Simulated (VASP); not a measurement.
**BN: relaxation of cell and atoms with PBEsol**

Crystal: BN.

```
B N
1.0
     2.49824    0.00000    0.00000
    -1.24912    2.16354    0.00000
     0.00000    0.00000    6.63570
B N
2 2
Cartesian
  0.0000 1.4424 1.6589
  1.2491 0.7212 4.9768
  0.0000 1.4424 4.9768
  1.2491 0.7212 1.6589
```

* Program: VASP 6.6.1
* Task: relaxation of cell and atoms
* Functional: PBEsol
* Potentials or basis: VASP PAW PBE potentials, release 64 (B, N)
* Cutoff: 600 eV
* k mesh: 16 × 16 × 6
* Occupations: fermi-dirac, width 0.1 eV
* Spin: no spin polarisation
* Dipole correction: no
* Further INCAR settings: ALGO = Normal; EDIFF = 1e-06; IBRION = 2; EDIFFG = -0.002; NSW = 100; ISIF = 3

```json
{
 "Relaxed volume": "9.38 Å³/atom",
 "Relaxed cell": "a = 2.505 Å, b = 2.505 Å, c = 6.907 Å, α = 90.00°, β = 90.00°, γ = 120.00°",
 "Space group after relaxing (to 0.05 Å)": "P6_3/mmc (No. 194)",
 "Energy gained by relaxing": "1.2 meV/atom",
 "Ionic steps": "11",
 "Pressure after relaxing": "0.0 GPa",
 "Band gap on the k mesh": "4.20 eV, indirect (least direct gap 4.63 eV)"
}
```

Step by step:
| step | energy change (eV) | largest force (eV/Å) | pressure (GPa) | volume (Å³) |
| --- | --- | --- | --- | --- |
| 1 | 0.0000 | 0.0000 | 2.29 | 35.87 |
| 2 | 0.0050 | 0.0000 | -3.64 | 36.53 |
| 3 | -0.0020 | 0.0000 | 0.17 | 36.10 |
| 4 | -0.0023 | 0.0000 | 0.14 | 36.15 |
| 5 | -0.0029 | 0.0000 | 0.13 | 36.32 |
| 6 | -0.0038 | 0.0000 | 0.11 | 36.66 |
| 7 | -0.0046 | 0.0000 | 0.09 | 37.34 |
| 8 | -0.0047 | 0.0000 | 0.07 | 37.56 |
| 9 | -0.0047 | 0.0000 | 0.08 | 37.53 |
| 10 | -0.0041 | 0.0000 | -1.03 | 37.68 |
| 11 | -0.0047 | 0.0000 | 0.01 | 37.54 |

Final structure:
```
B N
1.0
     2.50518    0.00000    0.00000
    -1.25259    2.16955    0.00000
     0.00000    0.00000    6.90677
B N
2 2
Direct
  0.33333 0.66667 0.25000
  0.66667 0.33333 0.75000
  0.33333 0.66667 0.75000
  0.66667 0.33333 0.25000
```

Levels at points of the mesh, in eV from the valence-band top:
```tsv
k point	band 4	band 5	band 6	band 7	band 8	band 9	band 10	band 11	band 12
(0.00, 0.00, 0.00)	-4.36	-1.34	-1.34	-1.31	-1.31	4.81	9.67	11.48	11.48
(0.50, 0.00, 0.00)	-8.89	-4.16	-4.11	-1.38	-0.55	4.20	5.39	9.38	9.87
(0.00, 0.00, 0.50)	-5.35	-1.33	-1.33	-1.33	-1.33	6.99	6.99	11.52	11.52
(0.50, 0.00, 0.50)	-8.92	-4.14	-4.14	-0.96	-0.96	4.63	4.63	9.78	9.78
```

Run time: 4.3 min on 1 thread of AMD EPYC 7R43 64-Core Processor (Zen 3), on a shared host, peak memory 0.16 GiB.

Caveat: the PAW data sets were made with another functional, which shifts forces and pressure a little; this functional lacks dispersion, which binds the layers, so the pressure and a relaxed spacing across them are unreliable. Zero-point motion and thermal expansion aren't in these numbers.
